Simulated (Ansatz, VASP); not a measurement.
## BiTe: VASP beside Ansatz

```
Bi Te
1.0
     4.45128    0.00000    0.00000
    -2.22564    3.85492    0.00000
     0.00000    0.00000   24.20928
Bi Te
6 6
Direct
  0.00000 0.00000 0.12536
  0.00000 0.00000 0.87464
  0.33333 0.66667 0.29123
  0.66667 0.33333 0.70877
  0.66667 0.33333 0.46533
  0.33333 0.66667 0.53467
  0.33333 0.66667 0.05496
  0.66667 0.33333 0.94504
  0.66667 0.33333 0.20883
  0.33333 0.66667 0.79117
  0.00000 0.00000 0.36244
  0.00000 0.00000 0.63756
```

Change from the starting cell: volume scaled by 1.02, ions relaxed.

Alike in both runs: functional PBE; k mesh 11 × 11 × 2; occupations fermi-dirac, width 0.05 eV; no spin polarisation.

Ansatz relaxed the structure, and its values are those at the end. VASP's run is a single point on that final structure, the one shown.

|  | VASP | Ansatz |
| --- | --- | --- |
| version | VASP 6.6.1 | Ansatz 0.2.0 |
| potentials or method | VASP PAW PBE potentials, release 64 (Bi_d, Te) | plane-wave PAW, scalar-relativistic |
| plane-wave cutoff (eV) | 520 | 420 |
| valence electrons in the cell | 126 | 186 |

Ansatz gave:

| Property | Result |
| --- | --- |
| pressure (GPa) | 1.3 |
| rms of the force components (eV/Å) | 0.004 |

Which values does VASP return?

Pressure (GPa): 1.2; rms of the force components (eV/Å): 0.004.

VASP's potentials hold 126 valence electrons a cell and Ansatz's 186, so a difference there can come from the potentials and not from the codes. Ansatz's warnings: stress scf threshold loose.

Spin-orbit coupling is off throughout.
